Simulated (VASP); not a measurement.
Set up this calculation in VASP 6.6.1, as the native input.

* Task: electric field gradients
* Functional: PBE
* Potentials or basis: VASP PAW PBE potentials, release 64 (W_sv)
* Cutoff: 520 eV
* k mesh: 14 × 14 × 14
* Occupations: fermi-dirac, width 0.05 eV
* Spin: no spin polarisation
* Dipole correction: no
* Further INCAR settings: ALGO = Normal; EDIFF = 1e-08; NBANDS = 13

The structure of W lies in POSCAR:

```
W
1.0
    0.0609000000      2.0604500000      2.0604500000
    2.0604500000      0.0609000000      2.0604500000
    2.0604500000      2.0604500000      0.0609000000
W
1
Direct
    0.0000000000      0.0000000000      0.0000000000
```

This cell differs from its parent crystal: equal xy, yz and zx shear strains of +3 %.

These files were run (other wordings do the same):

INCAR

```
PREC     = Accurate       # precision mode
ENCUT    = 520            # plane-wave cutoff, eV
EDIFF    = 1E-8           # SCF threshold, eV
ISMEAR   = -1             # smearing method
SIGMA    = 0.05           # smearing width, eV
LREAL    = False          # projectors in reciprocal space
LASPH    = True           # aspherical terms in the spheres
NELM     = 60             # most SCF steps
ALGO     = Normal         # electronic algorithm
ISIF     = 2              # what is computed and relaxed
LWAVE    = False          # write WAVECAR
LCHARG   = False          # write CHGCAR
GGA      = PE             # functional
LEFG     = True         
NBANDS   = 13             # bands
```

KPOINTS

```
regular mesh
0
Gamma
  14 14 14
```

Potentials or basis: VASP PAW PBE potentials, release 64 (W_sv).

The run is started by

```sh
$ cat potpaw_PBE.64/W_sv/POTCAR > POTCAR
$ mpirun -np 1 vasp_std > vasp.out
```

It gave:

```
Pressure               : -3.6 GPa
Band gap on the k mesh : zero (band 7 reaches 13.19 eV, above the bottom of band 8 at 9.87 eV)
```

Caveat: the cell differs from its parent crystal (equal xy, yz and zx shear strains of +3 %); without QUAD_EFG the Cq values of the log hold for a quadrupole moment of 1 mb, not for the nuclei; spin-orbit coupling is left out, which moves the levels of the heavy elements.

Run time: 39 s on 1 thread of AMD EPYC 9R45 96-Core Processor (Zen 5) (shared host), peak memory 0.16 GiB.
